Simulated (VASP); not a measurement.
# AlNi (P4/mmm) in VASP: further runs

The runs below take AlNi through single point, with PBEsol.

Everything below comes from runs of VASP 6.6.1. Logs are shortened: lines on timing, memory, paths and dates and some standing lists are left out, and cuts for length are marked.

## 1. The cell of the first run

The typed cell holds 2 atoms: a = 2.771 Å, b = 2.771 Å, c = 2.778 Å, α = 90.00°, β = 90.00°, γ = 90.00°.

## 2. Single point, PBEsol

File INCAR:

```
PREC = Accurate
ENCUT = 520
EDIFF = 1E-7
ISMEAR = 0
SIGMA = 0.1
LREAL = F
LASPH = T
NELM = 100
ALGO = Normal
ISIF = 2
LWAVE = F
LCHARG = T
GGA = PS
LELF = T
LVHAR = T
NBANDS = 14
```

File KPOINTS:

```
Automatic mesh
0
Gamma
  16 16 14
```

File POSCAR:

```
AlNi
1.0
    1.9596477325     -1.9596477325      0.0000000000
    1.9596477325      1.9596477325      0.0000000000
    0.0000000000      0.0000000000      2.7784889093
Al Ni
1 1
Direct
    0.0000000000      0.0000000000      0.0000000000
    0.5000000000      0.5000000000      0.5000000000
```

Potentials or basis: VASP PAW PBE potentials, release 64 (Al, Ni).

The run is started by

```sh
cat potpaw_PBE.64/Al/POTCAR potpaw_PBE.64/Ni/POTCAR > POTCAR
mpirun -np 1 vasp_std > vasp.out
```

OUTCAR:

```text
PREC = Accurate
   ENCUT = 520
   EDIFF = 1E-7
   ISMEAR = 0
   LREAL = F
   LASPH = T
   NELM = 100
   ISIF = 2
   GGA = PS

 ion  position               nearest neighbor table
   1  0.000  0.000  0.000-   2 2.40   2 2.40   2 2.40   2 2.40   2 2.40   2 2.40   2 2.40   2 2.40

   2  0.500  0.500  0.500-   1 2.40   1 2.40   1 2.40   1 2.40   1 2.40   1 2.40   1 2.40   1 2.40

  LATTYP: Found a simple tetragonal cell.
 ALAT       =     2.7713604008
 C/A-ratio  =     1.0025722055

  Lattice vectors:

 A1 = (   1.9596477325,  -1.9596477325,   0.0000000000)
 A2 = (   1.9596477325,   1.9596477325,   0.0000000000)
 A3 = (   0.0000000000,   0.0000000000,   2.7784889093)

Analysis of symmetry for initial positions (statically):
=====================================================================
 Subroutine PRICEL returns:
 Original cell was already a primitive cell.

 Routine SETGRP: Setting up the symmetry group for a
 simple tetragonal supercell.

 Subroutine GETGRP returns: Found 16 space group operations
 (whereof 16 operations were pure point group operations)
 out of a pool of 16 trial point group operations.

The static configuration has the point symmetry D_4h.

Analysis of symmetry for dynamics (positions and initial velocities):
=====================================================================
 Subroutine PRICEL returns:
 Original cell was already a primitive cell.

 Routine SETGRP: Setting up the symmetry group for a
 simple tetragonal supercell.

 Subroutine GETGRP returns: Found 16 space group operations
 (whereof 16 operations were pure point group operations)
 out of a pool of 16 trial point group operations.

The dynamic configuration has the point symmetry D_4h.

 Subroutine INISYM returns: Found 16 space group operations
 (whereof 16 operations are pure point group operations),
 and found     1 'primitive' translations

----------------------------------------------------------------------------------------

                                     Primitive cell

  volume of cell :      21.3400

  direct lattice vectors                    reciprocal lattice vectors
     1.959647732 -1.959647732  0.000000000     0.255147898 -0.255147898  0.000000000
     1.959647732  1.959647732  0.000000000     0.255147898  0.255147898  0.000000000
     0.000000000  0.000000000  2.778488909     0.000000000  0.000000000  0.359907861

  length of vectors
     2.771360401  2.771360401  2.778488909     0.360833618  0.360833618  0.359907861

  position of ions in fractional coordinates (direct lattice)
     0.000000000  0.000000000  0.000000000
     0.500000000  0.500000000  0.500000000

  ion indices of the primitive-cell ions
   primitive index   ion index
                 1           1
                 2           2

----------------------------------------------------------------------------------------

 KPOINTS: Automatic mesh

Automatic generation of k-mesh.
 Grid dimensions read from file:
 generate k-points for:   16   16   14

 Generating k-lattice:

  Cartesian coordinates                     Fractional coordinates (reciprocal lattice)
     0.015946744 -0.015946744  0.000000000     0.062500000  0.000000000  0.000000000
     0.015946744  0.015946744  0.000000000     0.000000000  0.062500000  0.000000000
     0.000000000  0.000000000  0.025707704     0.000000000  0.000000000  0.071428571

  Length of vectors
     0.022552101  0.022552101  0.025707704

  Shift w.r.t. Gamma in fractional coordinates (k-lattice)
     0.000000000  0.000000000  0.000000000

 Subroutine IBZKPT returns following result:
 ===========================================

 Found    360 irreducible k-points:

 Following reciprocal coordinates:
            Coordinates               Weight
  0.000000  0.000000  0.000000      1.000000
  0.062500  0.000000  0.000000      4.000000
  0.125000  0.000000  0.000000      4.000000
  0.187500  0.000000  0.000000      4.000000
  0.250000  0.000000  0.000000      4.000000
  0.312500  0.000000  0.000000      4.000000
[... 16 lines left out ...]
  0.437500  0.125000  0.000000      8.000000
  0.500000  0.125000  0.000000      4.000000
 [... further k-points ...]
   k-points           NKPTS =    360   k-points in BZ     NKDIM =    360   number of bands    NBANDS=     14
   number of dos      NEDOS =    301   number of ions     NIONS =      2
   total plane-waves  NPLWV =  13824
   dimension x,y,z NGX =    24 NGY =   24 NGZ =   24
   dimension x,y,z NGXF=    48 NGYF=   48 NGZF=   48
   ions per type =               1   1
   NGX,Y,Z   is equivalent  to a cutoff of  14.40, 14.40, 14.36 a.u.
   NGXF,Y,Z  is equivalent  to a cutoff of  28.79, 28.79, 28.72 a.u.
 SYSTEM =  unknown system
   PREC   = accura    normal or accurate (medium, high low for compatibility)
   ISTART =      0    job   : 0-new  1-cont  2-samecut
   ICHARG =      2    charge: 1-file 2-atom 10-const
   ISPIN  =      1    spin polarized calculation?
   LNONCOLLINEAR =      F non collinear calculations
   LSORBIT =      F    spin-orbit coupling
   LASPH  =      T    aspherical Exc in radial PAW
   ENCUT  =  520.0 eV  38.22 Ry    6.18 a.u.   5.15  5.15  5.17*2*pi/ulx,y,z
   NELM   =    100;   NELMIN=  2; NELMDL= -5     # of ELM steps
   EDIFF  = 0.1E-06   stopping-criterion for ELM
   LREAL  =      F    real-space projection
   EDIFFG = 0.1E-05   stopping-criterion for IOM
   NSW    =      0    number of steps for IOM
   IBRION =     -1    ionic relax: 0-MD 1-quasi-New 2-CG
   NFREE  =      0    steps in history (QN), initial steepest desc. (CG)
   ISIF   =      2    stress and relaxation
   ISYM   =      2    0-nonsym 1-usesym 2-fastsym
   POTIM  = 0.5000    time-step for ionic-motion
   TEBEG  =    0.0;   TEEND  =   0.0 temperature during run
   PSTRESS=    0.0 pullay stress
   NELECT =      13.0000    total number of electrons
   NUPDOWN=      -1.0000    fix difference up-down
   EMIN   =  10.00;   EMAX   =-10.00  energy-range for DOS
   EFERMI =   0.00;   METHOD = LEGACY
   ISMEAR =     0;   SIGMA  =   0.10  broadening in eV -4-tet -1-fermi 0-gaus
   EFERMI_NEDOS =   21; number of points for ismear=-14 and -15
   IALGO  =     38    algorithm
   IMIX   =      4    mixing-type and parameters
     AMIX     =   0.40;   BMIX     =  1.00
     AMIX_MAG =   1.60;   BMIX_MAG =  1.00
  volume/ion in A,a.u.               =      10.67        72.00
  Fermi-wavevector in a.u.,A,eV,Ry     =   1.387792  2.622547 26.204368  1.925967
  Thomas-Fermi vector in A             =   2.511979
   LORBIT       =      0    0 simple, 1 ext, 2 COOP (PROOUT), +10 PAW based schemes
   GGA     = PS    functional components
   LHFCALC =     F    Hartree Fock is set to
   AEXX    =    0.0000 exact exchange contribution
   IVDW    =     0    specifies the selected vdW correction
   LEPSILON=     F    determine dielectric tensor
   LRPA    =     F    only Hartree local field effects (RPA)
 non-spin polarized calculation
 Gauss-broadening in eV      SIGMA  =   0.10
  energy-cutoff  :      520.00
  volume of cell :       21.34
 maximum number of plane-waves:       591
 NGX is ok and might be reduce to    24
   NGX = 11   NGY = 11   NGZ = 11

 number of electron      12.9999996 magnetization

 Free energy of the ion-electron system (eV)
  ---------------------------------------------------
  ext. energy  EPLUGINS =         0.00000000
  ---------------------------------------------------
  free energy    TOTEN  =       -11.46588861 eV

  energy without entropy =      -11.46247780  energy(sigma->0) =      -11.46418321

 E-fermi :  11.4642     XC(G=0): -12.7305

 val. band max:       11.4534843152   @ k =   0.3750   0.3750   0.5000
 cond. band min:      11.4691983781   @ k =   0.4375   0.2500   0.4286
 fundamental gap:      0.0157140629
 Fermi energy:        11.4642007419

 k-point     1 :       0.0000    0.0000    0.0000
  band No.  band energies     occupation
      1      -0.5142      2.00000
      2       7.6496      2.00000
      3       7.6516      2.00000
      4       9.6835      2.00000
      5       9.6835      2.00000
      6       9.6913      2.00000
      7      17.4141      0.00000
      8      17.5140      0.00000
      9      17.5140      0.00000
     10      19.9910      0.00000
     11      20.0121      0.00000
     12      27.3583      0.00000
     13      33.7179      0.00000
     14      33.7385      0.00000

 k-point     2 :       0.0625    0.0000    0.0000
  band No.  band energies     occupation
      1      -0.4360      2.00000
      2       7.6485      2.00000
      3       7.6704      2.00000
      4       9.6465      2.00000
      5       9.6547      2.00000
      6       9.6876      2.00000
      7      16.6393      0.00000
      8      17.5176      0.00000
      9      17.6170      0.00000
     10      19.9932      0.00000
     11      20.8220      0.00000
     12      27.6066      0.00000
     13      32.8044      0.00000
     14      32.8748      0.00000

 k-point     3 :       0.1250    0.0000    0.0000
  band No.  band energies     occupation
      1      -0.2024      2.00000
      2       7.6268      2.00000
      3       7.7286      2.00000
      4       9.5440      2.00000
      5       9.5535      2.00000
      6       9.6992      2.00000
      7      15.1610      0.00000
      8      17.8198      0.00000
      9      17.9178      0.00000
     10      19.9846      0.00000
     11      22.1030      0.00000
     12      28.3777      0.00000
     13      31.2521      0.00000
     14      31.3281      0.00000

 k-point     4 :       0.1875    0.0000    0.0000
  band No.  band energies     occupation
      1       0.1834      2.00000
      2       7.5397      2.00000
      3       7.8176      2.00000
      4       9.3984      2.00000
      5       9.4096      2.00000
      6       9.7165      2.00000
      7      13.7132      0.00000
      8      18.2991      0.00000
      9      18.3953      0.00000
     10      19.9705      0.00000
     11      23.2280      0.00000
     12      29.6566      0.00000
     13      29.6833      0.00000
     14      29.7358      0.00000

 k-point     5 :       0.2500    0.0000    0.0000
  band No.  band energies     occupation
      1       0.7158      2.00000
      2       7.3021      2.00000
      3       7.9253      2.00000
      4       9.2371      2.00000
      5       9.2499      2.00000
      6       9.7371      2.00000
      7      12.4818      0.00000
      8      18.9289      0.00000
      9      19.0234      0.00000
     10      19.9519      0.00000
     11      24.1546      0.00000
[... 276 lines left out ...]
 k-point    22 :       0.3750    0.1250    0.0000
  band No.  band energies     occupation
      1       2.4622      2.00000
      2       6.2170      2.00000
      3       8.1709      2.00000
      4       8.8825      2.00000
      5       8.9873      2.00000
      6       9.6513      2.00000
      7      11.1481      1.99999
      8      17.7431      0.00000
      9      20.8313      0.00000
     10      20.9223      0.00000
     11      24.0883      0.00000
     12      25.5606      0.00000
     13      27.3792      0.00000
     14      29.2853      0.00000

 k-point    23 :       0.4375    0.1250    0.0000
  band No.  band energies     occupation
      1       3.3515      2.00000
      2       5.2980      2.00000
      3       8.2585      2.00000
      4       8.8225      2.00000
      5       8.9097      2.00000
      6       9.6642      2.00000
      7      10.8520      2.00000
      8      18.4176      0.00000
      9      20.3006      0.00000
     10      21.8349      0.00000
     11      23.7437      0.00000
     12      24.3638      0.00000
     13      27.9239      0.00000
     14      28.8752      0.00000

 k-point    24 :       0.5000    0.1250    0.0000
  band No.  band energies     occupation
      1       4.2911      2.00000
      2       4.3371      2.00000
      3       8.2927      2.00000
      4       8.7977      2.00000
      5       8.8830      2.00000
      6       9.6688      2.00000
      7      10.7663      2.00000
      8      18.8321      0.00000
      9      19.9153      0.00000
     10      22.4722      0.00000
     11      23.6324      0.00000
     12      23.6545      0.00000
     13      28.0270      0.00000
     14      28.9209      0.00000

 [... further k-points ...]

------------------------ aborting loop because EDIFF is reached ----------------------------------------

  FORCE on cell =-STRESS in cart. coord.  units (eV):
  Direction    XX          YY          ZZ          XY          YZ          ZX
  --------------------------------------------------------------------------------------
  -------------------------------------------------------------------------------------
  Total        2.6814440      2.6814440      2.6800595      0.0000000      0.0000000      0.0000000
  in kB      201.3189416    201.3189416    201.2149948      0.0000000      0.0000000      0.0000000
  external PRESSURE =     201.2842926 kB  Pullay stress =       0.0000000 kB

 VOLUME and BASIS-vectors are now :
 -----------------------------------------------------------------------------
  energy-cutoff  :      520.00
  volume of cell :       21.34
      direct lattice vectors                 reciprocal lattice vectors
     1.959647732 -1.959647732  0.000000000     0.255147898 -0.255147898  0.000000000
     1.959647732  1.959647732  0.000000000     0.255147898  0.255147898  0.000000000
     0.000000000  0.000000000  2.778488909     0.000000000  0.000000000  0.359907861

 POSITION                                       TOTAL-FORCE (eV/Angst)
 -----------------------------------------------------------------------------------
      0.00000      0.00000      0.00000         0.000000      0.000000      0.000000
      1.95965      0.00000      1.38924         0.000000      0.000000      0.000000
 -----------------------------------------------------------------------------------
    total drift:                                0.000000     -0.000000     -0.000000

  FREE ENERGIE OF THE ION-ELECTRON SYSTEM (eV)
  ---------------------------------------------------
  free  energy   TOTEN  =       -11.4658886125 eV

  energy  without entropy=      -11.4624778015  energy(sigma->0) =      -11.46418321
```

Run time: 97 s. Hardware: 1 thread of Intel Xeon 8259CL, shared host; peak memory 0.23 GiB.

What came out:

| Property | Result |
| --- | --- |
| Free energy | -11.4659 eV |
| Pressure | 20.1 GPa |
| Band gap on the k mesh | zero (an odd number of electrons rules out a gap without spin polarisation) |

Levels at points of the mesh, in eV from the Fermi level:
| k point | band 3 | band 4 | band 5 | band 6 | band 7 | band 8 | band 9 | band 10 | band 11 | band 12 |
| --- | --- | --- | --- | --- | --- | --- | --- | --- | --- | --- |
| (0.00, 0.00, 0.00) | -3.81 | -1.78 | -1.78 | -1.77 | 5.95 | 6.05 | 6.05 | 8.53 | 8.55 | 15.89 |
| (0.50, 0.00, 0.00) | -3.24 | -2.61 | -2.59 | -1.67 | -0.69 | 8.43 | 10.52 | 10.61 | 12.05 | 12.13 |
| (0.50, 0.50, 0.00) | -3.17 | -3.17 | -2.43 | -2.43 | -1.15 | 1.71 | 3.10 | 13.57 | 16.03 | 16.03 |
| (0.00, 0.00, 0.50) | -3.25 | -2.59 | -2.59 | -1.67 | -0.71 | 8.43 | 10.60 | 10.60 | 12.10 | 12.10 |
| (0.50, 0.00, 0.50) | -3.20 | -3.19 | -2.42 | -2.41 | -1.16 | 1.68 | 3.08 | 13.64 | 16.08 | 16.11 |
| (0.50, 0.50, 0.50) | -4.69 | -1.12 | -1.12 | 1.89 | 1.90 | 1.90 | 4.80 | 5.00 | 5.00 | 5.03 |

Caveat: the cell stands under pressure; the PAW data sets were made with another functional, which shifts forces and pressure a little. Spin polarisation is off, so any magnetic state and its effect on volume and gap are missing.

[end of part 1 of 2]

The gap in the log of VASP goes by the Fermi energy; the results here count the filled bands.